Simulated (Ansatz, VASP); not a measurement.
**Two plane-wave programs on SiO2**

```xyz
12
Lattice="-2.6233 4.7768 4.4417 2.6233 -4.7768 4.4417 2.6233 4.7768 -4.4417" Properties=species:S:1:pos:R:3 pbc="T T T"
Si    0.0000    0.7993    7.4986
Si    0.0000    5.5761    1.3847
Si    2.6233    3.9774   -3.0570
Si    2.6233   -0.7993    3.0570
O     2.6233   -2.3884    3.3709
O     0.0000    7.1651    1.0708
O     1.3117    5.1442    2.2208
O     1.3117    4.4093   -2.2208
O     1.3117   -0.3674    2.2208
O    -1.3117    5.1442    2.2208
O     0.0000    0.0000    0.0000
O     0.0000    4.7768    0.0000
```

Alike in both runs: functional PBE; k mesh 6 × 6 × 6; occupations gaussian, width 0.02 eV; no spin polarisation.

Ansatz relaxed the structure, and its values are those at the end. VASP's run is a single point on that final structure, the one shown.

|  | VASP | Ansatz |
| --- | --- | --- |
| version | VASP 6.6.1 | Ansatz 0.2.0 |
| potentials or method | VASP PAW PBE potentials, release 64 (Si, O), cutoff 520 eV | scalar-relativistic, plane waves, PAW |
| valence electrons in the cell | 64 | 64 |

Ansatz gave:

```
gap on the k mesh at the Fermi level (eV) : 5.41
least direct gap on the mesh (eV)         : 5.41
pressure (GPa)                            : 2.4
rms of the force components (eV/Å)        : 0.002
```

**Question.** What did VASP give for the same quantities?

**Answer.** gap on the k mesh at the Fermi level (eV): 5.41; least direct gap on the mesh (eV): 5.41; pressure (GPa): 2.4; rms of the force components (eV/Å): 0.018.

Ansatz's warnings: stress scf threshold loose, xc potential rough in thin density.
